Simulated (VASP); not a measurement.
**CdS: single point with HSE06**

The system is CdS.

```
CELL_PARAMETERS angstrom
0.00000 2.75324 2.75324
2.75324 0.00000 2.75324
2.75324 2.75324 0.00000
ATOMIC_POSITIONS crystal
Cd 0.00000 0.00000 0.00000
S 0.50000 0.50000 0.50000
```

```json
{"Program": "VASP 6.6.1", "Task": "single point", "Functional": "HSE06", "Potentials or basis": "VASP PAW PBE potentials, release 64 (Cd, S)", "Cutoff": "520 eV", "k mesh": "6 × 6 × 6", "Occupations": "fermi-dirac, width 0.05 eV", "Spin": "no spin polarisation", "Dipole correction": "no", "Grid for exact exchange (PRECFOCK)": "Normal", "Further INCAR settings": "ALGO = Normal; EDIFF = 1e-06; NBANDS = 16", "Share of exact exchange": "0.25", "Screening parameter": "0.2079 1/Å"}
```

```json
{
 "Pressure": "-1.8 GPa",
 "Band gap on the k mesh": "1.22 eV (least direct gap 2.54 eV)"
}
```

Levels at points of the mesh, in eV from the valence-band top:
```tsv
k point	band 7	band 8	band 9	band 10	band 11	band 12
(0.00, 0.00, 0.00)	-0.69	-0.69	-0.69	1.84	10.35	10.35
(0.50, 0.00, 0.00)	-5.14	0.00	0.00	4.46	7.03	7.03
(0.50, 0.50, 0.00)	-4.43	-2.18	-2.18	1.22	6.96	11.17
```

It took 37 min on 1 thread of Intel(R) Xeon(R) Platinum 8259CL CPU @ 2.50GHz (Skylake/Cascade Lake), with other jobs on the host, peak memory 0.29 GiB.

Caveat: the PAW data sets were made with another functional, which shifts forces and pressure a little. A k mesh can miss the band edges.
